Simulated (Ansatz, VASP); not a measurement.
# Fe in VASP and in Ansatz

```
Fe
1.0
     2.33426    0.00000    0.00000
     0.00000    2.33426    0.00000
     0.00000    0.00000    2.33426
Fe
1
Direct
  0.00000 0.00000 0.00000
```

Alike in both runs: task relaxation of cell and atoms; functional RPBE; k mesh 13 × 13 × 13; occupations fermi-dirac, width 0.1 eV; no spin polarisation.

|  | VASP | Ansatz |
| --- | --- | --- |
| version | VASP 6.6.1 | Ansatz 0.2.0 |
| potentials or method | VASP PAW PBE potentials, release 64 (Fe_sv), cutoff 600 eV | plane waves (420 eV) with PAW, scalar-relativistic |
| valence electrons in the cell | 16 | 16 |

Ansatz gave:

```
relaxed volume (Å³/atom)                                     : 11.98
relaxed cell length with the largest relative difference (Å) : 2.288
```

What did VASP give for the same quantities?

Relaxed volume (Å³/atom): 11.80; relaxed cell length with the largest relative difference (Å): 2.277.

VASP's potentials were made for PBE, not for RPBE.
